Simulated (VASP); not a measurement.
# AlNi3 (Fm-3m) in VASP: a series of runs

Runs on AlNi3. Level: PBEsol. Tasks: single point.

Everything below comes from runs of VASP 6.6.1. Logs are shortened: lines on timing, memory, paths and dates and some standing lists are left out, and cuts for length are marked.

## Step 1: The cell of the first run

It takes space group Fm-3m (No. 225, cubic). The conventional cell has a = 5.604 Å, b = 5.604 Å, c = 5.604 Å, α = 90.00°, β = 90.00°, γ = 90.00°. Within 3.2 Å of Al (site symmetry m-3m) lie 14 Ni at 2.43 to 2.80 Å. Within 3.2 Å of Ni (site symmetry -43m) lie 4 Al at 2.43 Å and 10 Ni at 2.43 to 2.80 Å. Ni (site symmetry m-3m) has 8 Ni at 2.43 Å and 6 Al at 2.80 Å within 3.2 Å.

## Step 2: Single point, PBEsol

INCAR

```
ALGO = Fast ; EDIFF = 1E-6
ENCUT = 520 ; GGA = PS
ISIF = 2 ; ISMEAR = 0
LASPH = True ; LCHARG = False
LREAL = False ; LWAVE = False
NBANDS = 24 ; NELM = 80
PREC = Accurate ; SIGMA = 0.4
```

KPOINTS

```
k-points
0
Gamma
  7 7 7
```

POSCAR

```
AlNi3
1.0
    0.0000000000      2.8018887551      2.8018887551
    2.8018887551      0.0000000000      2.8018887551
    2.8018887551      2.8018887551      0.0000000000
Al Ni
1 3
Direct
    0.5000000000      0.5000000000      0.5000000000
    0.2500000000      0.2500000000      0.2500000000
    0.0000000000      0.0000000000      0.0000000000
    0.7500000000      0.7500000000      0.7500000000
```

Potentials or basis: VASP PAW PBE potentials, release 64 (Al, Ni).

The run is started by

```
cat potpaw_PBE.64/Al/POTCAR potpaw_PBE.64/Ni/POTCAR > POTCAR
mpirun -np 1 vasp_std > vasp.out
```

OUTCAR:

```text
EDIFF = 1E-6
   ENCUT = 520
   GGA = PS
   ISIF = 2
   ISMEAR = 0
   LASPH = True
   LREAL = False
   NELM = 80
   PREC = Accurate

 ion  position               nearest neighbor table
   1  0.500  0.500  0.500-   2 2.43   4 2.43   2 2.43   2 2.43   4 2.43   2 2.43   4 2.43   4 2.43
                             3 2.80   3 2.80   3 2.80   3 2.80   3 2.80   3 2.80
   2  0.250  0.250  0.250-   3 2.43   1 2.43   3 2.43   1 2.43   3 2.43   3 2.43   1 2.43   1 2.43
                             4 2.80   4 2.80   4 2.80   4 2.80   4 2.80   4 2.80
   3  0.000  0.000  0.000-   4 2.43   2 2.43   4 2.43   2 2.43   4 2.43   4 2.43   2 2.43   2 2.43
                             1 2.80   1 2.80   1 2.80   1 2.80   1 2.80   1 2.80
   4  0.750  0.750  0.750-   1 2.43   3 2.43   1 2.43   1 2.43   3 2.43   1 2.43   3 2.43   3 2.43
                             2 2.80   2 2.80   2 2.80   2 2.80   2 2.80   2 2.80

  LATTYP: Found a face centered cubic cell.
 ALAT       =     5.6037775102

  Lattice vectors:

 A1 = (   0.0000000000,   2.8018887551,   2.8018887551)
 A2 = (   2.8018887551,   0.0000000000,   2.8018887551)
 A3 = (   2.8018887551,   2.8018887551,   0.0000000000)

Analysis of symmetry for initial positions (statically):
=====================================================================
 Subroutine PRICEL returns:
 Original cell was already a primitive cell.

 Routine SETGRP: Setting up the symmetry group for a
 face centered cubic supercell.

 Subroutine GETGRP returns: Found 48 space group operations
 (whereof 48 operations were pure point group operations)
 out of a pool of 48 trial point group operations.

The static configuration has the point symmetry O_h .

Analysis of symmetry for dynamics (positions and initial velocities):
=====================================================================
 Subroutine PRICEL returns:
 Original cell was already a primitive cell.

 Routine SETGRP: Setting up the symmetry group for a
 face centered cubic supercell.

 Subroutine GETGRP returns: Found 48 space group operations
 (whereof 48 operations were pure point group operations)
 out of a pool of 48 trial point group operations.

The dynamic configuration has the point symmetry O_h .

 Subroutine INISYM returns: Found 48 space group operations
 (whereof 48 operations are pure point group operations),
 and found     1 'primitive' translations

----------------------------------------------------------------------------------------

                                     Primitive cell

  volume of cell :      43.9929

  direct lattice vectors                    reciprocal lattice vectors
     0.000000000  2.801888755  2.801888755    -0.178451053  0.178451053  0.178451053
     2.801888755  0.000000000  2.801888755     0.178451053 -0.178451053  0.178451053
     2.801888755  2.801888755  0.000000000     0.178451053  0.178451053 -0.178451053

  length of vectors
     3.962469078  3.962469078  3.962469078     0.309086291  0.309086291  0.309086291

  position of ions in fractional coordinates (direct lattice)
     0.500000000  0.500000000  0.500000000
     0.250000000  0.250000000  0.250000000
     0.000000000  0.000000000  0.000000000
     0.750000000  0.750000000  0.750000000

  ion indices of the primitive-cell ions
   primitive index   ion index
                 1           1
                 2           2
                 3           3
                 4           4

----------------------------------------------------------------------------------------

 KPOINTS: k-points

Automatic generation of k-mesh.
 Grid dimensions read from file:
 generate k-points for:    7    7    7

 Generating k-lattice:

  Cartesian coordinates                     Fractional coordinates (reciprocal lattice)
    -0.025493008  0.025493008  0.025493008     0.142857143  0.000000000  0.000000000
     0.025493008 -0.025493008  0.025493008     0.000000000  0.142857143  0.000000000
     0.025493008  0.025493008 -0.025493008     0.000000000  0.000000000  0.142857143

  Length of vectors
     0.044155184  0.044155184  0.044155184

  Shift w.r.t. Gamma in fractional coordinates (k-lattice)
     0.000000000  0.000000000  0.000000000

 Subroutine IBZKPT returns following result:
 ===========================================

 Found     20 irreducible k-points:

 Following reciprocal coordinates:
            Coordinates               Weight
  0.000000  0.000000  0.000000      1.000000
  0.142857  0.000000  0.000000      8.000000
  0.285714  0.000000  0.000000      8.000000
  0.428571  0.000000  0.000000      8.000000
  0.142857  0.142857  0.000000      6.000000
  0.285714  0.142857  0.000000     24.000000
[... 12 lines left out ...]
 -0.428571  0.428571  0.142857     24.000000
 -0.285714  0.428571  0.142857     24.000000
   k-points           NKPTS =     20   k-points in BZ     NKDIM =     20   number of bands    NBANDS=     24
   number of dos      NEDOS =    301   number of ions     NIONS =      4
   total plane-waves  NPLWV =  27000
   dimension x,y,z NGX =    30 NGY =   30 NGZ =   30
   dimension x,y,z NGXF=    60 NGYF=   60 NGZF=   60
   ions per type =               1   3
   NGX,Y,Z   is equivalent  to a cutoff of  12.59, 12.59, 12.59 a.u.
   NGXF,Y,Z  is equivalent  to a cutoff of  25.17, 25.17, 25.17 a.u.
 SYSTEM =  unknown system
   PREC   = accura    normal or accurate (medium, high low for compatibility)
   ISTART =      0    job   : 0-new  1-cont  2-samecut
   ICHARG =      2    charge: 1-file 2-atom 10-const
   ISPIN  =      1    spin polarized calculation?
   LNONCOLLINEAR =      F non collinear calculations
   LSORBIT =      F    spin-orbit coupling
   LASPH  =      T    aspherical Exc in radial PAW
   ENCUT  =  520.0 eV  38.22 Ry    6.18 a.u.   7.37  7.37  7.37*2*pi/ulx,y,z
   NELM   =     80;   NELMIN=  2; NELMDL= -5     # of ELM steps
   EDIFF  = 0.1E-05   stopping-criterion for ELM
   LREAL  =      F    real-space projection
   EDIFFG = 0.1E-04   stopping-criterion for IOM
   NSW    =      0    number of steps for IOM
   IBRION =     -1    ionic relax: 0-MD 1-quasi-New 2-CG
   NFREE  =      0    steps in history (QN), initial steepest desc. (CG)
   ISIF   =      2    stress and relaxation
   ISYM   =      2    0-nonsym 1-usesym 2-fastsym
   POTIM  = 0.5000    time-step for ionic-motion
   TEBEG  =    0.0;   TEEND  =   0.0 temperature during run
   PSTRESS=    0.0 pullay stress
   NELECT =      33.0000    total number of electrons
   NUPDOWN=      -1.0000    fix difference up-down
   EMIN   =  10.00;   EMAX   =-10.00  energy-range for DOS
   EFERMI =   0.00;   METHOD = LEGACY
   ISMEAR =     0;   SIGMA  =   0.40  broadening in eV -4-tet -1-fermi 0-gaus
   EFERMI_NEDOS =   21; number of points for ismear=-14 and -15
   IALGO  =     68    algorithm
   IMIX   =      4    mixing-type and parameters
     AMIX     =   0.40;   BMIX     =  1.00
     AMIX_MAG =   1.60;   BMIX_MAG =  1.00
  volume/ion in A,a.u.               =      11.00        74.22
  Fermi-wavevector in a.u.,A,eV,Ry     =   1.487483  2.810935 30.104316  2.212605
  Thomas-Fermi vector in A             =   2.600638
   LORBIT       =      0    0 simple, 1 ext, 2 COOP (PROOUT), +10 PAW based schemes
   GGA     = PS    functional components
   LHFCALC =     F    Hartree Fock is set to
   AEXX    =    0.0000 exact exchange contribution
   IVDW    =     0    specifies the selected vdW correction
   LEPSILON=     F    determine dielectric tensor
   LRPA    =     F    only Hartree local field effects (RPA)
 non-spin polarized calculation
 RMM-DIIS sequential band-by-band and
 Gauss-broadening in eV      SIGMA  =   0.40
  energy-cutoff  :      520.00
  volume of cell :       43.99
 maximum number of plane-waves:      1243
 NGX is ok and might be reduce to    30
   NGX = 15   NGY = 15   NGZ = 15

 number of electron      33.0000016 magnetization

 Free energy of the ion-electron system (eV)
  ---------------------------------------------------
  ext. energy  EPLUGINS =         0.00000000
  ---------------------------------------------------
  free energy    TOTEN  =       -24.19129406 eV

  energy without entropy =      -23.90411503  energy(sigma->0) =      -24.04770455

 E-fermi :   9.8369     XC(G=0): -12.9656

 val. band max:        9.7934288385   @ k =   0.4286   0.4286   0.0000
 cond. band min:       9.8922236857   @ k =  -0.2857   0.4286   0.1429
 fundamental gap:      0.0987948471
 Fermi energy:         9.8368558901

 k-point     1 :       0.0000    0.0000    0.0000
  band No.  band energies     occupation
      1      -0.4018      2.00000
      2       6.1734      2.00000
      3       6.1734      2.00000
      4       6.3104      2.00000
      5       6.3104      2.00000
      6       6.3104      2.00000
[... 16 lines left out ...]
     23      16.9844      0.00000
     24      18.4909      0.00000

 k-point     2 :       0.1429    0.0000    0.0000
  band No.  band energies     occupation
      1      -0.0989      2.00000
      2       6.1093      2.00000
      3       6.1093      2.00000
      4       6.1442      2.00000
      5       6.5326      2.00000
      6       6.5326      2.00000
[... 16 lines left out ...]
     23      17.7888      0.00000
     24      18.1101      0.00000

 k-point     3 :       0.2857    0.0000    0.0000
  band No.  band energies     occupation
      1       0.7842      2.00000
      2       5.4514      2.00000
      3       6.1506      2.00000
      4       6.1506      2.00000
      5       6.8674      2.00000
      6       6.8674      2.00000
[... 16 lines left out ...]
     23      17.9364      0.00000
     24      19.3008      0.00000
[... 406 lines left out ...]
 k-point    19 :      -0.4286    0.4286    0.1429
  band No.  band energies     occupation
      1       3.1433      2.00000
      2       4.5608      2.00000
      3       5.5333      2.00000
      4       5.8187      2.00000
      5       7.0337      2.00000
      6       7.1458      2.00000
[... 16 lines left out ...]
     23      21.0474      0.00000
     24      21.8071      0.00000

 k-point    20 :      -0.2857    0.4286    0.1429
  band No.  band energies     occupation
      1       3.6360      2.00000
      2       4.7319      2.00000
      3       4.7903      2.00000
      4       5.8514      2.00000
      5       6.9123      2.00000
      6       7.1236      2.00000
[... 16 lines left out ...]
     23      18.3307      0.00000
     24      21.9237      0.00000

------------------------ aborting loop because EDIFF is reached ----------------------------------------

  FORCE on cell =-STRESS in cart. coord.  units (eV):
  Direction    XX          YY          ZZ          XY          YZ          ZX
  --------------------------------------------------------------------------------------
  -------------------------------------------------------------------------------------
  Total        0.0478340      0.0478340      0.0478340     -0.0000000     -0.0000000      0.0000000
  in kB        1.7420674      1.7420674      1.7420674     -0.0000000     -0.0000000      0.0000000
  external PRESSURE =       1.7420674 kB  Pullay stress =       0.0000000 kB

 VOLUME and BASIS-vectors are now :
 -----------------------------------------------------------------------------
  energy-cutoff  :      520.00
  volume of cell :       43.99
      direct lattice vectors                 reciprocal lattice vectors
     0.000000000  2.801888755  2.801888755    -0.178451053  0.178451053  0.178451053
     2.801888755  0.000000000  2.801888755     0.178451053 -0.178451053  0.178451053
     2.801888755  2.801888755  0.000000000     0.178451053  0.178451053 -0.178451053

 POSITION                                       TOTAL-FORCE (eV/Angst)
 -----------------------------------------------------------------------------------
      2.80189      2.80189      2.80189         0.000000     -0.000000      0.000000
      1.40094      1.40094      1.40094         0.000000     -0.000000      0.000000
      0.00000      0.00000      0.00000         0.000000     -0.000000      0.000000
      4.20283      4.20283      4.20283        -0.000000      0.000000     -0.000000
 -----------------------------------------------------------------------------------
    total drift:                                0.000000     -0.000000      0.000000

  FREE ENERGIE OF THE ION-ELECTRON SYSTEM (eV)
  ---------------------------------------------------
  free  energy   TOTEN  =       -24.1912940569 eV

  energy  without entropy=      -23.9041150347  energy(sigma->0) =      -24.04770455
```

Wall time 56 s (1 thread of Intel Xeon 8259CL, shared host); peak memory 0.17 GiB.

Results:

* Free energy: -24.1913 eV
* Pressure: 0.2 GPa
* Band gap on the k mesh: zero (an odd number of electrons rules out a gap without spin polarisation)

Levels at points of the mesh, in eV from the Fermi level:
| k point | band 13 | band 14 | band 15 | band 16 | band 17 | band 18 | band 19 | band 20 |
| --- | --- | --- | --- | --- | --- | --- | --- | --- |
| (0.00, 0.00, 0.00) | -0.61 | -0.61 | -0.60 | -0.60 | 5.40 | 5.40 | 5.40 | 5.90 |

Caveat: so wide a smearing shifts energies and pressures; the PAW data sets were made with another functional, which shifts forces and pressure a little. Spin polarisation is off, so any magnetic state and its effect on volume and gap are missing.

(Part 1 of 2 ends here.)
